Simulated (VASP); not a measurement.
Input of a VASP 6.6.1 run:

The input INCAR:

```
SYSTEM = HPbNO4
ALGO = Normal ; EDIFF = 1E-7
ENCUT = 520 ; GGA = PE
ISIF = 2 ; ISMEAR = -1
LASPH = .True. ; LCHARG = .False.
LREAL = .False. ; LWAVE = .False.
NBANDS = 31 ; NELM = 60
PREC = Accurate ; SIGMA = 0.05
```

File KPOINTS:

```
k-points
0
Gamma
  5 5 4
  0 0 0
```

Contents of POSCAR:

```
HPbNO4
1.0
    4.2815887523      0.1133503575      0.1714682883
    1.9535781678      3.9676397681      0.1281449395
    1.7953852384      1.2771568252      6.4976458489
H Pb N O
1 1 1 4
Direct
    0.8914500000      0.6820200000      0.6279600000
    0.1442600000      0.9287200000      0.8835200000
    0.2567000000      0.2886100000      0.3017100000
    0.8310800000      0.6505600000      0.7840500000
    0.3869400000      0.2238000000      0.1129500000
    0.3110400000      0.0357600000      0.4585600000
    0.0772600000      0.6063300000      0.3227500000
```

Potentials or basis: VASP PAW PBE potentials, release 64 (H, Pb_d, N, O).

The run is started by

```bash
$ cat potpaw_PBE.64/H/POTCAR potpaw_PBE.64/Pb_d/POTCAR potpaw_PBE.64/N/POTCAR potpaw_PBE.64/O/POTCAR > POTCAR
$ mpirun -np 1 vasp_std > vasp.out
```

(1) What does it give for the pressure?

(2) Predict the band gap on the k mesh.

Answers

(1) -4.4 GPa.

(2) 2.79 eV, direct.

Caveat: spin-orbit coupling is left out, which moves the levels of the heavy elements; forces of over 1 eV/Å act on the atoms, so gaps and moduli don't describe the material at rest.
